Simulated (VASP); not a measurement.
# Ge in VASP: a series of runs

The runs below take Ge through single point, relaxation of cell and atoms, with PBE.

Program: VASP 6.6.1. These are calculated values, not measurements. Logs are shortened: lines on timing, memory, paths and dates and some standing lists are left out, and cuts for length are marked.

**1. The cell of the first run**

The typed cell holds 1 atom: a = 2.645 Å, b = 2.751 Å, c = 2.752 Å, α = 90.00°, β = 90.00°, γ = 90.00°.

The cell was built from a structure type or drawn by symmetry, and may not be a known phase.

**2. Single point, PBE**

Input file INCAR:

```
  PREC = Accurate
  ENCUT = 520
  EDIFF = 1E-6
  ISMEAR = 0
  SIGMA = 0.1
  LREAL = False
  LASPH = True
  NELM = 80
  ALGO = Normal
  ISIF = 2
  LWAVE = False
  LCHARG = False
  GGA = PE
  NBANDS = 13
```

Input file KPOINTS:

```
regular mesh
0
Gamma
  8 6 6
```

Input file POSCAR:

```
Ge
1.0
    2.6449540389      0.0000000000      0.0000000000
    0.0000000000      2.7508952545      0.0000000000
    0.0000000000      0.0000000000      2.7517463548
Ge
1
Direct
    0.0000000000      0.0000000000      0.0000000000
```

Potentials or basis: VASP PAW PBE potentials, release 64 (Ge_d).

Launch:

```console
> cat potpaw_PBE.64/Ge_d/POTCAR > POTCAR
> mpirun -np 1 vasp_std > vasp.out
```

OUTCAR:

```text
PREC = Accurate
   ENCUT = 520
   EDIFF = 1E-6
   ISMEAR = 0
   LREAL = False
   LASPH = True
   NELM = 80
   ISIF = 2
   GGA = PE

 ion  position               nearest neighbor table
   1  0.000  0.000  0.000-

  LATTYP: Found a simple orthorhombic cell.
 ALAT       =     2.6449540389
 B/A-ratio  =     1.0400540856
 C/A-ratio  =     1.0403758683

  Lattice vectors:

 A1 = (   2.6449540389,   0.0000000000,   0.0000000000)
 A2 = (   0.0000000000,   2.7508952545,   0.0000000000)
 A3 = (   0.0000000000,   0.0000000000,   2.7517463548)

Analysis of symmetry for initial positions (statically):
=====================================================================
 Subroutine PRICEL returns:
 Original cell was already a primitive cell.

 Routine SETGRP: Setting up the symmetry group for a
 simple orthorhombic supercell.

 Subroutine GETGRP returns: Found  8 space group operations
 (whereof  8 operations were pure point group operations)
 out of a pool of  8 trial point group operations.

The static configuration has the point symmetry D_2h.

Analysis of symmetry for dynamics (positions and initial velocities):
=====================================================================
 Subroutine PRICEL returns:
 Original cell was already a primitive cell.

 Routine SETGRP: Setting up the symmetry group for a
 simple orthorhombic supercell.

 Subroutine GETGRP returns: Found  8 space group operations
 (whereof  8 operations were pure point group operations)
 out of a pool of  8 trial point group operations.

The dynamic configuration has the point symmetry D_2h.

 Subroutine INISYM returns: Found  8 space group operations
 (whereof  8 operations are pure point group operations),
 and found     1 'primitive' translations

----------------------------------------------------------------------------------------

                                     Primitive cell

  volume of cell :      20.0217

  direct lattice vectors                    reciprocal lattice vectors
     2.644954039  0.000000000  0.000000000     0.378078403  0.000000000  0.000000000
     0.000000000  2.750895255  0.000000000     0.000000000  0.363518021  0.000000000
     0.000000000  0.000000000  2.751746355     0.000000000  0.000000000  0.363405587

  length of vectors
     2.644954039  2.750895255  2.751746355     0.378078403  0.363518021  0.363405587

  position of ions in fractional coordinates (direct lattice)
     0.000000000  0.000000000  0.000000000

  ion indices of the primitive-cell ions
   primitive index   ion index
                 1           1

----------------------------------------------------------------------------------------

 KPOINTS: regular mesh

Automatic generation of k-mesh.
 Grid dimensions read from file:
 generate k-points for:    8    6    6

 Generating k-lattice:

  Cartesian coordinates                     Fractional coordinates (reciprocal lattice)
     0.047259800  0.000000000  0.000000000     0.125000000  0.000000000  0.000000000
     0.000000000  0.060586337  0.000000000     0.000000000  0.166666667  0.000000000
     0.000000000  0.000000000  0.060567598     0.000000000  0.000000000  0.166666667

  Length of vectors
     0.047259800  0.060586337  0.060567598

  Shift w.r.t. Gamma in fractional coordinates (k-lattice)
     0.000000000  0.000000000  0.000000000

 Subroutine IBZKPT returns following result:
 ===========================================

 Found     80 irreducible k-points:

 Following reciprocal coordinates:
            Coordinates               Weight
  0.000000  0.000000  0.000000      1.000000
  0.125000  0.000000  0.000000      2.000000
  0.250000  0.000000  0.000000      2.000000
  0.375000  0.000000  0.000000      2.000000
  0.500000  0.000000  0.000000      1.000000
  0.000000  0.166667  0.000000      2.000000
[... 16 lines left out ...]
  0.250000  0.000000  0.166667      4.000000
  0.375000  0.000000  0.166667      4.000000
 [... further k-points ...]
   k-points           NKPTS =     80   k-points in BZ     NKDIM =     80   number of bands    NBANDS=     13
   number of dos      NEDOS =    301   number of ions     NIONS =      1
   total plane-waves  NPLWV =   8000
   dimension x,y,z NGX =    20 NGY =   20 NGZ =   20
   dimension x,y,z NGXF=    40 NGYF=   40 NGZF=   40
   ions per type =               1
   NGX,Y,Z   is equivalent  to a cutoff of  12.57, 12.09, 12.08 a.u.
   NGXF,Y,Z  is equivalent  to a cutoff of  25.14, 24.17, 24.17 a.u.
 SYSTEM =  unknown system
   PREC   = accura    normal or accurate (medium, high low for compatibility)
   ISTART =      0    job   : 0-new  1-cont  2-samecut
   ICHARG =      2    charge: 1-file 2-atom 10-const
   ISPIN  =      1    spin polarized calculation?
   LNONCOLLINEAR =      F non collinear calculations
   LSORBIT =      F    spin-orbit coupling
   LASPH  =      T    aspherical Exc in radial PAW
   ENCUT  =  520.0 eV  38.22 Ry    6.18 a.u.   4.92  5.11  5.12*2*pi/ulx,y,z
   NELM   =     80;   NELMIN=  2; NELMDL= -5     # of ELM steps
   EDIFF  = 0.1E-05   stopping-criterion for ELM
   LREAL  =      F    real-space projection
[... 7 lines left out ...]
   TEBEG  =    0.0;   TEEND  =   0.0 temperature during run
   PSTRESS=    0.0 pullay stress
   NELECT =      14.0000    total number of electrons
   NUPDOWN=      -1.0000    fix difference up-down
   EMIN   =  10.00;   EMAX   =-10.00  energy-range for DOS
   EFERMI =   0.00;   METHOD = LEGACY
   ISMEAR =     0;   SIGMA  =   0.10  broadening in eV -4-tet -1-fermi 0-gaus
   EFERMI_NEDOS =   21; number of points for ismear=-14 and -15
   IALGO  =     38    algorithm
   IMIX   =      4    mixing-type and parameters
     AMIX     =   0.40;   BMIX     =  1.00
     AMIX_MAG =   1.60;   BMIX_MAG =  1.00
  volume/ion in A,a.u.               =      20.02       135.11
  Fermi-wavevector in a.u.,A,eV,Ry     =   1.453061  2.745888 28.727172  2.111388
  Thomas-Fermi vector in A             =   2.570371
   LORBIT       =      0    0 simple, 1 ext, 2 COOP (PROOUT), +10 PAW based schemes
   GGA     = PE    functional components
   LHFCALC =     F    Hartree Fock is set to
   AEXX    =    0.0000 exact exchange contribution
   IVDW    =     0    specifies the selected vdW correction
   LEPSILON=     F    determine dielectric tensor
   LRPA    =     F    only Hartree local field effects (RPA)
 non-spin polarized calculation
 Gauss-broadening in eV      SIGMA  =   0.10
  energy-cutoff  :      520.00
  volume of cell :       20.02
 maximum number of plane-waves:       550
 NGX is ok and might be reduce to    20
   NGX =  9   NGY = 11   NGZ = 11

 number of electron      14.0000011 magnetization

 Free energy of the ion-electron system (eV)
  ---------------------------------------------------
  ext. energy  EPLUGINS =         0.00000000
  ---------------------------------------------------
  free energy    TOTEN  =        -4.26003063 eV

  energy without entropy =       -4.25679675  energy(sigma->0) =       -4.25841369

 E-fermi :   5.8200     XC(G=0): -10.8824

 val. band max:        5.8076926079   @ k =   0.3750   0.5000   0.1667
 cond. band min:       5.8493831181   @ k =   0.2500   0.0000   0.0000
 fundamental gap:      0.0416905102
 Fermi energy:         5.8199810436

 k-point     1 :       0.0000    0.0000    0.0000
  band No.  band energies     occupation
      1     -18.8239      2.00000
      2     -18.7962      2.00000
      3     -18.5811      2.00000
      4     -18.5609      2.00000
      5     -18.5607      2.00000
      6      -6.8363      2.00000
      7      11.9191      0.00000
      8      11.9303      0.00000
      9      13.4338      0.00000
     10      15.4799      0.00000
     11      16.0011      0.00000
     12      18.5168      0.00000
     13      33.5662      0.00000

 k-point     2 :       0.1250    0.0000    0.0000
  band No.  band energies     occupation
      1     -18.7938      2.00000
      2     -18.7892      2.00000
      3     -18.5801      2.00000
      4     -18.5729      2.00000
      5     -18.5727      2.00000
      6      -6.5118      2.00000
      7      10.0309      0.00000
      8      12.2349      0.00000
      9      12.2461      0.00000
     10      15.7705      0.00000
     11      17.0509      0.00000
     12      21.6682      0.00000
     13      30.2764      0.00000

 k-point     3 :       0.2500    0.0000    0.0000
  band No.  band energies     occupation
      1     -18.7880      2.00000
      2     -18.7059      2.00000
      3     -18.6016      2.00000
      4     -18.6014      2.00000
      5     -18.5775      2.00000
      6      -5.5446      2.00000
      7       5.8494      0.67755
      8      13.1298      0.00000
      9      13.1411      0.00000
     10      16.6298      0.00000
     11      17.9998      0.00000
     12      26.1943      0.00000
     13      26.2069      0.00000

 k-point     4 :       0.3750    0.0000    0.0000
  band No.  band energies     occupation
      1     -18.7822      2.00000
      2     -18.6302      2.00000
      3     -18.6299      2.00000
      4     -18.6230      2.00000
      5     -18.5750      2.00000
      6      -4.0053      2.00000
      7       2.2984      2.00000
      8      14.3622      0.00000
      9      14.3734      0.00000
     10      17.9700      0.00000
     11      19.3690      0.00000
     12      23.0565      0.00000
     13      23.0680      0.00000

 k-point     5 :       0.5000    0.0000    0.0000
  band No.  band energies     occupation
      1     -18.7798      2.00000
      2     -18.6419      2.00000
      3     -18.6417      2.00000
      4     -18.5888      2.00000
      5     -18.5739      2.00000
      6      -2.7158      2.00000
      7       0.3290      2.00000
      8      15.0948      0.00000
      9      15.1061      0.00000
     10      19.0221      0.00000
     11      20.5621      0.00000
     12      21.6905      0.00000
     13      21.7019      0.00000

 k-point     6 :       0.0000    0.1667    0.0000
  band No.  band energies     occupation
      1     -18.8169      2.00000
      2     -18.7584      2.00000
      3     -18.5952      2.00000
      4     -18.5741      2.00000
      5     -18.5598      2.00000
      6      -6.3170      2.00000
      7       7.6136      0.00000
      8      12.4027      0.00000
      9      13.9196      0.00000
     10      16.2494      0.00000
     11      18.3608      0.00000
     12      21.5129      0.00000
     13      27.9582      0.00000

 k-point     7 :       0.1250    0.1667    0.0000
  band No.  band energies     occupation
      1     -18.7877      2.00000
      2     -18.7501      2.00000
      3     -18.5940      2.00000
      4     -18.5871      2.00000
      5     -18.5717      2.00000
      6      -5.9928      2.00000
      7       7.9006      0.00000
      8      10.5908      0.00000
      9      12.7186      0.00000
     10      16.8724      0.00000
     11      21.3938      0.00000
     12      21.9775      0.00000
     13      25.6476      0.00000
[... 193 lines left out ...]
 k-point    20 :       0.5000    0.5000    0.0000
  band No.  band energies     occupation
      1     -18.7243      2.00000
      2     -18.6924      2.00000
      3     -18.6350      2.00000
      4     -18.6272      2.00000
      5     -18.4827      2.00000
      6       1.0047      2.00000
      7       3.1598      2.00000
      8       3.7040      2.00000
      9       9.1333      0.00000
     10      17.6900      0.00000
     11      24.5990      0.00000
     12      24.8659      0.00000
     13      25.0350      0.00000

 k-point    21 :       0.0000    0.0000    0.1667
  band No.  band energies     occupation
      1     -18.8170      2.00000
      2     -18.7584      2.00000
      3     -18.5951      2.00000
      4     -18.5742      2.00000
      5     -18.5596      2.00000
      6      -6.3175      2.00000
      7       7.6063      0.00000
      8      12.4134      0.00000
      9      13.9191      0.00000
     10      16.2573      0.00000
     11      18.3623      0.00000
     12      21.4990      0.00000
     13      27.9632      0.00000

 k-point    22 :       0.1250    0.0000    0.1667
  band No.  band energies     occupation
      1     -18.7878      2.00000
      2     -18.7501      2.00000
      3     -18.5940      2.00000
      4     -18.5873      2.00000
      5     -18.5715      2.00000
      6      -5.9933      2.00000
      7       7.8935      0.00000
      8      10.5900      0.00000
      9      12.7293      0.00000
     10      16.8824      0.00000
     11      21.3831      0.00000
     12      21.9735      0.00000
     13      25.6412      0.00000

 k-point    23 :       0.2500    0.0000    0.1667
  band No.  band energies     occupation
      1     -18.7609      2.00000
      2     -18.6867      2.00000
      3     -18.6186      2.00000
      4     -18.6000      2.00000
      5     -18.5911      2.00000
      6      -5.0274      2.00000
      7       6.2989      0.00000
      8       8.9284      0.00000
      9      13.6242      0.00000
     10      17.7101      0.00000
     11      20.4046      0.00000
     12      23.1344      0.00000
     13      26.6534      0.00000

 k-point    24 :       0.3750    0.0000    0.1667
  band No.  band energies     occupation
      1     -18.7532      2.00000
      2     -18.6498      2.00000
      3     -18.6283      2.00000
      4     -18.6044      2.00000
      5     -18.5884      2.00000
      6      -3.4900      2.00000
      7       2.7880      2.00000
      8      10.2427      0.00000
      9      14.8564      0.00000
     10      17.0848      0.00000
     11      19.5294      0.00000
     12      23.5390      0.00000
     13      23.5697      0.00000

 [... further k-points ...]

------------------------ aborting loop because EDIFF is reached ----------------------------------------

  FORCE on cell =-STRESS in cart. coord.  units (eV):
  Direction    XX          YY          ZZ          XY          YZ          ZX
  --------------------------------------------------------------------------------------
  -------------------------------------------------------------------------------------
  Total       -0.0169789     -0.0488175     -0.0514681      0.0000000      0.0000000      0.0000000
  in kB       -1.3586909     -3.9064783     -4.1185826      0.0000000      0.0000000      0.0000000
  external PRESSURE =      -3.1279173 kB  Pullay stress =       0.0000000 kB

 VOLUME and BASIS-vectors are now :
 -----------------------------------------------------------------------------
  energy-cutoff  :      520.00
  volume of cell :       20.02
      direct lattice vectors                 reciprocal lattice vectors
     2.644954039  0.000000000  0.000000000     0.378078403  0.000000000  0.000000000
     0.000000000  2.750895255  0.000000000     0.000000000  0.363518021  0.000000000
     0.000000000  0.000000000  2.751746355     0.000000000  0.000000000  0.363405587

 POSITION                                       TOTAL-FORCE (eV/Angst)
 -----------------------------------------------------------------------------------
      0.00000      0.00000      0.00000         0.000000      0.000000      0.000000
 -----------------------------------------------------------------------------------
    total drift:                                0.000000      0.000000      0.000000

  FREE ENERGIE OF THE ION-ELECTRON SYSTEM (eV)
  ---------------------------------------------------
  free  energy   TOTEN  =        -4.2600306320 eV

  energy  without entropy=       -4.2567967530  energy(sigma->0) =       -4.25841369
```

It took 16 s on 1 thread of Intel Xeon 8259CL, shared host; peak memory 0.14 GiB.

Results:

```
Free energy            : -4.2600 eV
Pressure               : -0.3 GPa
Band gap on the k mesh : zero (bands 7 and 8 overlap by 8.70 eV)
```

Caveat: the k points lie up to 0.38 Å⁻¹ apart, too coarse for converged energies and pressures of a metal.

**3. Single point, PBE**

This run uses another cell than the first one, of 19.93 Å³/atom.

Input file INCAR:

```
SYSTEM = Ge
PREC = Accurate
ENCUT = 520
EDIFF = 1E-7
ISMEAR = 0
SIGMA = 0.1
LREAL = .False.
LASPH = .True.
NELM = 80
ALGO = Normal
ISIF = 2
LWAVE = .False.
LCHARG = .False.
GGA = PE
NBANDS = 13
```

Input file KPOINTS:

```
Automatic mesh
0
Gamma
  20 20 20
  0 0 0
```

Input file POSCAR:

```
Ge
1.0
    2.7111275444      0.0000000000      0.0000000000
    0.0000000000      2.7111275444      0.0000000000
    0.0000000000      0.0000000000      2.7110991642
Ge
1
Direct
    0.0000000000      0.0000000000      0.0000000000
```

Potentials or basis: VASP PAW PBE potentials, release 64 (Ge_d).

Launch:

```console
> cat potpaw_PBE.64/Ge_d/POTCAR > POTCAR
> mpirun -np 1 vasp_std > vasp.out
```

It took 2.3 min on 1 thread of Intel Xeon 8259CL, shared host; peak memory 0.27 GiB.

Results (log left out):

* Free energy: -4.2710 eV
* Pressure: -0.1 GPa
* Band gap on the k mesh: zero (bands 7 and 8 overlap by 9.10 eV)

Levels at points of the mesh, in eV from the Fermi level:
```tsv
k point	band 4	band 5	band 6	band 7	band 8	band 9	band 10	band 11
(0.00, 0.00, 0.00)	-24.41	-24.41	-12.71	6.60	6.60	6.60	10.04	10.04
(0.50, 0.00, 0.00)	-24.46	-24.41	-9.00	-5.55	9.44	9.44	13.24	15.20
(0.50, 0.50, 0.00)	-24.47	-24.34	-5.07	-2.50	-2.50	3.21	12.23	19.34
(0.00, 0.00, 0.50)	-24.46	-24.41	-9.00	-5.55	9.44	9.44	13.24	15.20
(0.50, 0.00, 0.50)	-24.47	-24.34	-5.07	-2.50	-2.50	3.21	12.23	19.34
(0.50, 0.50, 0.50)	-24.33	-24.33	-0.55	0.35	0.35	0.35	6.91	6.91
```

(Continued in part 2 of 2.)
